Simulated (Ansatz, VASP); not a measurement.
TiSi: VASP beside Ansatz

```
CELL_PARAMETERS angstrom
0.00000 2.51663 2.51663
2.51663 0.00000 2.51663
2.51663 2.51663 0.00000
ATOMIC_POSITIONS crystal
Ti 0.00000 0.00000 0.00000
Si 0.50000 0.50000 0.50000
```

Alike in both runs: functional PBEsol; k mesh 8 × 8 × 8; occupations gaussian, width 0.1 eV; no spin polarisation.

Ansatz relaxed the structure, and its values are those at the end. VASP's run is a single point on that final structure, the one shown.

|  | VASP | Ansatz |
| --- | --- | --- |
| version | VASP 6.6.1 | Ansatz 0.2.0 |
| potentials or method | VASP PAW PBE potentials, release 64 (Ti_sv, Si), cutoff 520 eV | scalar-relativistic, plane waves, PAW |
| valence electrons in the cell | 16 | 16 |

|  | VASP | Ansatz | Ansatz less VASP |
| --- | --- | --- | --- |
| gap on the k mesh at the Fermi level (eV) | none | none | - |
| pressure (GPa) | 0.4 | 0.2 | -0.17 |

VASP's potentials were made for PBE, not for PBEsol. A gap of «none» marks a metal or a gap that the smearing closes.
